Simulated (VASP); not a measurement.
# K (Pm-3m) in VASP: single point with LDA

Aim: the single point of K with LDA.

All numbers are computed with VASP 6.6.1; they aren't measurements. Logs are shortened: lines on timing, memory, paths and dates and some standing lists are left out, and cuts for length are marked.

**1. The cell of the first run**

Symmetry: Pm-3m, No. 221, cubic system. The conventional cell has a = 4.310 Å, b = 4.310 Å, c = 4.310 Å, α = 90.00°, β = 90.00°, γ = 90.00°. Within 5.7 Å of K (site symmetry m-3m) lie 6 K at 4.31 Å.

This isn't the form of K at room conditions, which is bcc.

**2. Single point, LDA**

POSCAR reads:

```
K
1.0
    4.3104394900      0.0000000000      0.0000000000
    0.0000000000      4.3104394900      0.0000000000
    0.0000000000      0.0000000000      4.3104394900
K
1
Direct
    0.0000000000      0.0000000000      0.0000000000
```

INCAR.step1 reads:

```
SYSTEM = K
PREC = Accurate
ENCUT = 520
EDIFF = 1E-6
ISMEAR = 0
SIGMA = 0.05
LREAL = .FALSE.
LASPH = .TRUE.
NELM = 80
ALGO = Fast
ISIF = 2
LWAVE = .FALSE.
LCHARG = .TRUE.
NBANDS = 10
```

KPOINTS.step1 reads:

```
Automatic mesh
0
G
  8 8 8
  0 0 0
```

INCAR.step2 reads:

```
SYSTEM = K
PREC = Accurate
ENCUT = 520
EDIFF = 1E-6
ISMEAR = -5
SIGMA = 0.05
LREAL = .FALSE.
LASPH = .TRUE.
NELM = 80
ALGO = Fast
ISIF = 2
LWAVE = .FALSE.
LCHARG = .FALSE.
LORBIT = 10
NEDOS = 2001
ICHARG = 11
```

KPOINTS.step2 reads:

```
Automatic mesh
0
G
  12 12 12
  0 0 0
```

Potentials or basis: VASP PAW LDA potentials, release 64 (K_sv).

Run with:

```
cat potpaw_LDA.64/K_sv/POTCAR > POTCAR
cp INCAR.step1 INCAR
cp KPOINTS.step1 KPOINTS
mpirun -np 1 vasp_std > vasp.out
cp INCAR.step2 INCAR
cp KPOINTS.step2 KPOINTS
mpirun -np 1 vasp_std > vasp.out
```

OUTCAR:

```text
SYSTEM = K
   PREC = Accurate
   ENCUT = 520
   EDIFF = 1E-6
   ISMEAR = -5
   LREAL = .FALSE.
   LASPH = .TRUE.
   NELM = 80
   ISIF = 2
   LORBIT = 10
   ICHARG = 11

 ion  position               nearest neighbor table
   1  0.000  0.000  0.000-

  LATTYP: Found a simple cubic cell.
 ALAT       =     4.3104394900

  Lattice vectors:

 A1 = (   4.3104394900,   0.0000000000,   0.0000000000)
 A2 = (   0.0000000000,   4.3104394900,   0.0000000000)
 A3 = (   0.0000000000,   0.0000000000,   4.3104394900)

Analysis of symmetry for initial positions (statically):
=====================================================================
 Subroutine PRICEL returns:
 Original cell was already a primitive cell.

 Routine SETGRP: Setting up the symmetry group for a
 simple cubic supercell.

 Subroutine GETGRP returns: Found 48 space group operations
 (whereof 48 operations were pure point group operations)
 out of a pool of 48 trial point group operations.

The static configuration has the point symmetry O_h .

Analysis of symmetry for dynamics (positions and initial velocities):
=====================================================================
 Subroutine PRICEL returns:
 Original cell was already a primitive cell.

 Routine SETGRP: Setting up the symmetry group for a
 simple cubic supercell.

 Subroutine GETGRP returns: Found 48 space group operations
 (whereof 48 operations were pure point group operations)
 out of a pool of 48 trial point group operations.

The dynamic configuration has the point symmetry O_h .

 Subroutine INISYM returns: Found 48 space group operations
 (whereof 48 operations are pure point group operations),
 and found     1 'primitive' translations

----------------------------------------------------------------------------------------

                                     Primitive cell

  volume of cell :      80.0875

  direct lattice vectors                    reciprocal lattice vectors
     4.310439490  0.000000000  0.000000000     0.231994905  0.000000000  0.000000000
     0.000000000  4.310439490  0.000000000     0.000000000  0.231994905  0.000000000
     0.000000000  0.000000000  4.310439490     0.000000000  0.000000000  0.231994905

  length of vectors
     4.310439490  4.310439490  4.310439490     0.231994905  0.231994905  0.231994905

  position of ions in fractional coordinates (direct lattice)
     0.000000000  0.000000000  0.000000000

  ion indices of the primitive-cell ions
   primitive index   ion index
                 1           1

----------------------------------------------------------------------------------------

 KPOINTS: Automatic mesh

Automatic generation of k-mesh.
 Grid dimensions read from file:
 generate k-points for:   12   12   12

 Generating k-lattice:

  Cartesian coordinates                     Fractional coordinates (reciprocal lattice)
     0.019332909  0.000000000  0.000000000     0.083333333  0.000000000  0.000000000
     0.000000000  0.019332909  0.000000000     0.000000000  0.083333333  0.000000000
     0.000000000  0.000000000  0.019332909     0.000000000  0.000000000  0.083333333

  Length of vectors
     0.019332909  0.019332909  0.019332909

  Shift w.r.t. Gamma in fractional coordinates (k-lattice)
     0.000000000  0.000000000  0.000000000

 TETIRR: Found    854 inequivalent tetrahedra from    10368

 Subroutine IBZKPT returns following result:
 ===========================================

 Found     84 irreducible k-points:

 Following reciprocal coordinates:
            Coordinates               Weight
  0.000000  0.000000  0.000000      1.000000
  0.083333  0.000000  0.000000      6.000000
  0.166667  0.000000  0.000000      6.000000
  0.250000  0.000000  0.000000      6.000000
  0.333333  0.000000  0.000000      6.000000
  0.416667  0.000000  0.000000      6.000000
[... 16 lines left out ...]
  0.333333  0.333333  0.000000     12.000000
  0.416667  0.333333  0.000000     24.000000
 [... further k-points ...]
   k-points           NKPTS =     84   k-points in BZ     NKDIM =     84   number of bands    NBANDS=      8
   number of dos      NEDOS =   2001   number of ions     NIONS =      1
   total plane-waves  NPLWV =  32768
   dimension x,y,z NGX =    32 NGY =   32 NGZ =   32
   dimension x,y,z NGXF=    64 NGYF=   64 NGZF=   64
   ions per type =               1
   NGX,Y,Z   is equivalent  to a cutoff of  12.34, 12.34, 12.34 a.u.
   NGXF,Y,Z  is equivalent  to a cutoff of  24.68, 24.68, 24.68 a.u.
 SYSTEM =  K
   PREC   = accura    normal or accurate (medium, high low for compatibility)
   ISTART =      0    job   : 0-new  1-cont  2-samecut
   ICHARG =     11    charge: 1-file 2-atom 10-const
   ISPIN  =      1    spin polarized calculation?
   LNONCOLLINEAR =      F non collinear calculations
   LSORBIT =      F    spin-orbit coupling
   LASPH  =      T    aspherical Exc in radial PAW
   ENCUT  =  520.0 eV  38.22 Ry    6.18 a.u.   8.01  8.01  8.01*2*pi/ulx,y,z
   NELM   =     80;   NELMIN=  2; NELMDL=  0     # of ELM steps
   EDIFF  = 0.1E-05   stopping-criterion for ELM
   LREAL  =      F    real-space projection
   EDIFFG = 0.1E-04   stopping-criterion for IOM
   NSW    =      0    number of steps for IOM
   IBRION =     -1    ionic relax: 0-MD 1-quasi-New 2-CG
   NFREE  =      0    steps in history (QN), initial steepest desc. (CG)
   ISIF   =      2    stress and relaxation
   ISYM   =      2    0-nonsym 1-usesym 2-fastsym
   POTIM  = 0.5000    time-step for ionic-motion
   TEBEG  =    0.0;   TEEND  =   0.0 temperature during run
   PSTRESS=    0.0 pullay stress
   NELECT =       9.0000    total number of electrons
   NUPDOWN=      -1.0000    fix difference up-down
   EMIN   =  10.00;   EMAX   =-10.00  energy-range for DOS
   EFERMI =   0.00;   METHOD = LEGACY
   ISMEAR =    -5;   SIGMA  =   0.05  broadening in eV -4-tet -1-fermi 0-gaus
   EFERMI_NEDOS =   21; number of points for ismear=-14 and -15
   IALGO  =     68    algorithm
   IMIX   =      4    mixing-type and parameters
     AMIX     =   0.40;   BMIX     =  1.00
     AMIX_MAG =   1.60;   BMIX_MAG =  1.00
  volume/ion in A,a.u.               =      80.09       540.46
  Fermi-wavevector in a.u.,A,eV,Ry     =   0.790013  1.492908  8.491671  0.624120
  Thomas-Fermi vector in A             =   1.895269
   LORBIT       =     10    0 simple, 1 ext, 2 COOP (PROOUT), +10 PAW based schemes
   GGA     = CA    functional components
   LHFCALC =     F    Hartree Fock is set to
   AEXX    =    0.0000 exact exchange contribution
   IVDW    =     0    specifies the selected vdW correction
   LEPSILON=     F    determine dielectric tensor
   LRPA    =     F    only Hartree local field effects (RPA)
 non-spin polarized calculation
 RMM-DIIS sequential band-by-band and
 Fermi weights with tetrahedron method with Bloechl corrections
  energy-cutoff  :      520.00
  volume of cell :       80.09
 maximum number of plane-waves:      2200

 number of electron       9.0000003 magnetization

 Free energy of the ion-electron system (eV)
  ---------------------------------------------------
  ext. energy  EPLUGINS =         0.00000000
  ---------------------------------------------------
  free energy    TOTEN  =        -1.04067227 eV

  energy without entropy =       -1.04067227  energy(sigma->0) =       -1.04067227

 E-fermi :  -0.4500     XC(G=0):  -5.6395

 val. band max:       -0.4342757179   @ k =   0.5000   0.0833   0.0833
 cond. band min:      -0.4412496788   @ k =   0.4167   0.2500   0.0833
 fundamental gap:     -0.0069739609
 Fermi energy:        -0.4500401265

 k-point     1 :       0.0000    0.0000    0.0000
  band No.  band energies     occupation
      1     -32.4681      2.00000
      2     -16.1395      2.00000
      3     -16.1395      2.00000
      4     -16.1395      2.00000
      5      -2.5117      2.00000
      6       2.3285      0.00000
      7       2.3285      0.00000
      8       5.5396      0.00000

 k-point     2 :       0.0833    0.0000    0.0000
  band No.  band energies     occupation
      1     -32.4678      2.00000
      2     -16.1455      2.00000
      3     -16.1390      2.00000
      4     -16.1390      2.00000
      5      -2.4471      2.00000
      6       2.2709      0.00000
      7       2.3593      0.00000
      8       5.2276      0.00000

 k-point     3 :       0.1667    0.0000    0.0000
  band No.  band energies     occupation
      1     -32.4670      2.00000
      2     -16.1616      2.00000
      3     -16.1377      2.00000
      4     -16.1377      2.00000
      5      -2.2560      2.00000
      6       2.0454      0.00000
      7       2.4476      0.00000
      8       4.8427      0.00000

 k-point     4 :       0.2500    0.0000    0.0000
  band No.  band energies     occupation
      1     -32.4659      2.00000
      2     -16.1835      2.00000
      3     -16.1358      2.00000
      4     -16.1358      2.00000
      5      -1.9455      2.00000
      6       1.5892      0.00000
      7       2.5790      0.00000
      8       4.5214      0.00000

 k-point     5 :       0.3333    0.0000    0.0000
  band No.  band energies     occupation
      1     -32.4648      2.00000
      2     -16.2053      2.00000
      3     -16.1340      2.00000
      4     -16.1340      2.00000
      5      -1.5269      2.00000
      6       0.9670      0.00000
      7       2.7259      0.00000
      8       4.2793      0.00000
[... 177 lines left out ...]
 k-point    22 :       0.5000    0.2500    0.0000
  band No.  band energies     occupation
      1     -32.4615      2.00000
      2     -16.2215      2.00000
      3     -16.1744      2.00000
      4     -16.1286      2.00000
      5       0.0393     -0.13029
      6       0.1127      0.00000
      7       2.8392      0.00000
      8       2.8831      0.00000

 k-point    23 :       0.3333    0.3333    0.0000
  band No.  band energies     occupation
      1     -32.4615      2.00000
      2     -16.1986      2.00000
      3     -16.1970      2.00000
      4     -16.1286      2.00000
      5      -0.6035      1.53939
      6       1.4992      0.00000
      7       1.8175      0.00000
      8       3.1873      0.00000

 k-point    24 :       0.4167    0.3333    0.0000
  band No.  band energies     occupation
      1     -32.4607      2.00000
      2     -16.2132      2.00000
      3     -16.1960      2.00000
      4     -16.1273      2.00000
      5      -0.1321     -0.00355
      6       0.9981      0.00000
      7       2.0619      0.00000
      8       2.8730      0.00000

 [... further k-points ...]

------------------------ aborting loop because EDIFF is reached ----------------------------------------

  FORCE on cell =-STRESS in cart. coord.  units (eV):
  Direction    XX          YY          ZZ          XY          YZ          ZX
  --------------------------------------------------------------------------------------
  -------------------------------------------------------------------------------------
  Total       -0.1971003     -0.1971003     -0.1971003     -0.0000000     -0.0000000     -0.0000000
  in kB       -3.9430582     -3.9430582     -3.9430582     -0.0000000     -0.0000000     -0.0000000
  external PRESSURE =      -3.9430582 kB  Pullay stress =       0.0000000 kB

 VOLUME and BASIS-vectors are now :
 -----------------------------------------------------------------------------
  energy-cutoff  :      520.00
  volume of cell :       80.09
      direct lattice vectors                 reciprocal lattice vectors
     4.310439490  0.000000000  0.000000000     0.231994905  0.000000000  0.000000000
     0.000000000  4.310439490  0.000000000     0.000000000  0.231994905  0.000000000
     0.000000000  0.000000000  4.310439490     0.000000000  0.000000000  0.231994905

 POSITION                                       TOTAL-FORCE (eV/Angst)
 -----------------------------------------------------------------------------------
      0.00000      0.00000      0.00000         0.000000      0.000000      0.000000
 -----------------------------------------------------------------------------------
    total drift:                                0.000000      0.000000      0.000000

  FREE ENERGIE OF THE ION-ELECTRON SYSTEM (eV)
  ---------------------------------------------------
  free  energy   TOTEN  =        -1.0406722745 eV

  energy  without entropy=       -1.0406722745  energy(sigma->0) =       -1.04067227

 total charge

# of ion       s       p       d       tot
------------------------------------------
    1        1.984   5.536   0.005   7.524
```

It took 56 s on 1 thread of AMD EPYC 7R43 (Zen 3), shared host; peak memory 0.14 GiB.

What came out:

```yaml
Valence_electrons_inside_the_program's_atomic_spheres: K 7.52
```

Caveat: tetrahedron occupations give inexact forces and stress in metals.
